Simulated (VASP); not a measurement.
BN: single point with PBE

The system is BN.

```
B N
1.0
     0.00000    1.81300    1.81300
     1.81300    0.00000    1.81300
     1.81300    1.81300    0.00000
B N
1 1
Direct
  0.00000 0.00000 0.01950
  0.75000 0.75000 0.75000
```

This cell differs from its parent crystal: all B atoms moved +0.050 Å, as atom 1 along Cartesian [1 1 0].

```
Program             : VASP 6.6.1
Task                : single point
Functional          : PBE
Potentials or basis : VASP PAW PBE potentials, release 64 (B, N)
Cutoff              : 520 eV
k mesh              : 12 × 12 × 12
Occupations         : gaussian, width 0.05 eV
Spin                : no spin polarisation
```

The pressure is 0.5 GPa and the largest force is 1.190 eV/Å. The band gap on the k mesh is 4.00 eV, indirect (least direct gap 8.03 eV).

Forces on the atoms (eV/Å):
```
B   -0.837 -0.837  0.118
N    0.837  0.837 -0.118
```

Stress tensor (GPa, compression positive):
```
 0.49  0.78 -0.71
 0.78  0.49 -0.71
-0.71 -0.71  0.66
```

Levels at points of the mesh, in eV from the valence-band top:
| k point | band 2 | band 3 | band 4 | band 5 | band 6 | band 7 |
| --- | --- | --- | --- | --- | --- | --- |
| (0.00, 0.00, 0.00) | -0.89 | -0.41 | 0.00 | 8.03 | 8.33 | 8.74 |
| (0.50, 0.00, 0.00) | -11.03 | -2.72 | -1.96 | 9.27 | 9.80 | 11.01 |
| (0.00, 0.00, 0.50) | -11.14 | -2.48 | -2.06 | 9.50 | 10.09 | 10.77 |
| (0.50, 0.50, 0.50) | -10.92 | -2.65 | -2.20 | 9.54 | 9.70 | 10.57 |
| (0.50, 0.50, 0.00) | -9.29 | -5.28 | -5.25 | 4.00 | 8.69 | 17.36 |
| (0.00, 0.50, 0.50) | -9.28 | -5.43 | -5.13 | 4.01 | 8.72 | 17.11 |

Wall time 38 s on 1 thread of Intel(R) Xeon(R) Platinum 8375C CPU @ 2.90GHz (Ice Lake) (shared host), peak memory 0.17 GiB.

Caveat: the cell differs from its parent crystal (all B atoms moved +0.050 Å, as atom 1 along Cartesian [1 1 0]); forces of over 1 eV/Å act on the atoms, so gaps and moduli don't describe the material at rest. A k mesh can miss the band edges.
